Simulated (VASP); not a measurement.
## NaI: electric field gradients with PBE

The system is NaI.

```xyz
2
Lattice="0.0000 3.2364 3.2364 3.2364 0.0000 3.2364 3.2364 3.2364 0.0000" Properties=species:S:1:pos:R:3 pbc="T T T"
Na    0.0000    0.0000    0.0000
I     3.2364    3.2364    3.4364
```

This cell differs from its parent crystal: atom 2 (I) moved by [0.0, 0.0, 0.2] A.

- Program: VASP 6.6.1
- Task: electric field gradients
- Functional: PBE
- Potentials or basis: VASP PAW PBE potentials, release 64 (Na_pv, I)
- Cutoff: 520 eV
- k mesh: 8 × 8 × 8
- Occupations: fermi-dirac, width 0.02 eV
- Spin: no spin polarisation
- Dipole correction: no
- Further INCAR settings: ALGO = Normal; EDIFF = 1e-08; NBANDS = 14

```json
{"Pressure": "0.6 GPa", "Largest force": "0.208 eV/Å", "Band gap on the k mesh": "3.65 eV, direct"}
```

Forces in eV/Å, atoms in the order of the input:
```
Na   0.000  0.000  0.208
I    0.000  0.000 -0.208
```

Stress tensor (GPa, compression positive):
```
0.39 0.00 0.00
0.00 0.39 0.00
0.00 0.00 1.17
```

Levels at points of the mesh, in eV from the valence-band top:
```
           k point  band 4  band 5  band 6  band 7  band 8  band 9  band 10  band 11
(0.00, 0.00, 0.00)  -11.02   -0.02    0.00    0.00    3.65    7.93     7.93     7.95
(0.50, 0.00, 0.00)  -10.71   -2.18   -0.29   -0.28    5.10    7.45     7.46     8.72
(0.50, 0.50, 0.00)  -10.63   -1.91   -0.74   -0.74    4.51    5.56     9.86    11.31
(0.00, 0.50, 0.50)  -10.63   -1.90   -0.75   -0.74    4.50    5.55     9.88    11.31
```

Electric field gradients, principal values (V/Å²):
| atom | least | middle | greatest (by size) |
| --- | --- | --- | --- |
| 1 Na | 0.603 | 0.609 | -1.212 |
| 2 I | 2.536 | 2.536 | -5.072 |

It took 38 s on 1 thread of AMD EPYC 9R14 (Zen 4), with other jobs on the host, peak memory 0.2 GiB.

Caveat: the cell differs from its parent crystal (atom 2 (I) moved by [0.0, 0.0, 0.2] A); without QUAD_EFG the Cq values of the log hold for a quadrupole moment of 1 mb, not for the nuclei; spin-orbit coupling is left out, which moves the levels of the heavy elements.
